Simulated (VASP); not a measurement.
Write the native input for VASP 6.6.1 that does the following.

| Item | Value |
| --- | --- |
| Task | single point |
| Functional | PBEsol |
| Potentials or basis | VASP PAW PBE potentials, release 64 (Nb_sv) |
| Cutoff | 520 eV |
| k mesh | 11 × 11 × 1 |
| Occupations | fermi-dirac, width 0.05 eV |
| Spin | no spin polarisation |
| Dipole correction | yes |
| Further INCAR settings | ALGO = Normal; EDIFF = 1e-07; NBANDS = 40 |

The structure of Nb lies in POSCAR:

```
Nb
1.0
    3.2726221427      0.0000000000      0.0000000000
    0.0000000000      3.2726221427      0.0000000000
    0.0000000000      0.0000000000     22.5452000000
Nb
5
Direct
    0.0000000000      0.0000000000      0.3548417340
    0.5000000000      0.5000000000      0.4274208668
    0.0000000000      0.0000000000      0.5000000000
    0.5000000000      0.5000000000      0.5725791332
    0.0000000000      0.0000000000      0.6451582660
```

The input as run:

INCAR

```
PREC = Accurate
ENCUT = 520
EDIFF = 1E-7
ISMEAR = -1
SIGMA = 0.05
LREAL = F
LASPH = T
NELM = 80
ALGO = Normal
ISIF = 2
LWAVE = F
LCHARG = F
LDIPOL = T
IDIPOL = 3
DIPOL = 0.5 0.5 0.500
GGA = PS
NBANDS = 40
```

KPOINTS

```
regular mesh
0
Gamma
  11 11 1
```

Potentials or basis: VASP PAW PBE potentials, release 64 (Nb_sv).

Launch:

```console
$ cat potpaw_PBE.64/Nb_sv/POTCAR > POTCAR
$ mpirun -np 1 vasp_std > vasp.out
```

Results of the run:

The largest force is 1.315 eV/Å.

Caveat: the PAW data sets were made with another functional, which shifts forces and pressure a little.

Run time: 2.9 min on 1 thread of Intel(R) Xeon(R) 6975P-C (Granite Rapids) (shared host), peak memory 0.38 GiB.
